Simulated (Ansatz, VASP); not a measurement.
KMgPd3 in VASP and in Ansatz

INCAR

```
SYSTEM = KMgPd3
  PREC = Accurate
  ENCUT = 600
  EDIFF = 1E-6
  ISMEAR = 0
  SIGMA = 0.1
  LREAL = .False.
  LASPH = .True.
  NELM = 120
  ALGO = Normal
  ISIF = 2
  LWAVE = .False.
  LCHARG = .True.
  GGA = PE
  LELF = .True.
  LVHAR = .True.
  NBANDS = 28
  GGA_COMPAT = .False.
```

File KPOINTS:

```
regular mesh
0
Gamma
  4 4 4
  0 0 0
```

File POSCAR:

```
KMgPd3
1.0
    4.6667201900      0.0000000000      0.0000000000
    0.0000000000      4.6667201900      0.0000000000
    0.0000000000      0.0000000000      4.6667201900
K Mg Pd
1 1 3
Direct
    0.5000000000      0.5000000000      0.5000000000
    0.0000000000      0.0000000000      0.0000000000
    0.5000000000      0.5000000000      0.0000000000
    0.5000000000      0.0000000000      0.5000000000
    0.0000000000      0.5000000000      0.5000000000
```

Input for Ansatz:

```yaml
crystal:
  lattice:
    - [4.66672019, 0.0, 0.0]
    - [0.0, 4.66672019, 0.0]
    - [0.0, 0.0, 4.66672019]
  atoms:
    - { symbol: K, position: [0.5, 0.5, 0.5] }
    - { symbol: Mg, position: [0.0, 0.0, 0.0] }
    - { symbol: Pd, position: [0.5, 0.5, 0.0] }
    - { symbol: Pd, position: [0.5, 0.0, 0.5] }
    - { symbol: Pd, position: [0.0, 0.5, 0.5] }
basis:
  ecutwfc: 420
kpoints:
  mp_grid: { grid: [4, 4, 4] }
hamiltonian:
  xc: pbe
scf:
  occupations: { method: gaussian, width: 0.1 }
  lower_state_search: "off"
output:
  forces: true
  stress: true
  eigenvalues: true
```

Change from the starting cell: species swapped into the Dy3AlN type (Pm-3m, No. 221).

Alike in both runs: task single point; functional PBE; k mesh 4 × 4 × 4; occupations gaussian, width 0.1 eV; no spin polarisation.

|  | VASP | Ansatz |
| --- | --- | --- |
| version | VASP 6.6.1 | Ansatz 0.2.0 |
| potentials or method | VASP PAW PBE potentials, release 64 (K_sv, Mg, Pd), cutoff 600 eV | scalar-relativistic, plane waves, PAW |
| valence electrons in the cell | 41 | 73 |

VASP gave:

| Property | Result |
| --- | --- |
| gap on the k mesh at the Fermi level (eV) | none |
| pressure (GPa) | 11.7 |

**Question.** Which values does Ansatz return?

**Answer.** gap on the k mesh at the Fermi level (eV): none; pressure (GPa): 10.8.

A gap of «none» marks a metal or a gap that the smearing closes. The functional is the same, so the differences come from potentials, cutoffs and numerics. VASP's potentials hold 41 valence electrons a cell and Ansatz's 73, so a difference there can come from the potentials and not from the codes.
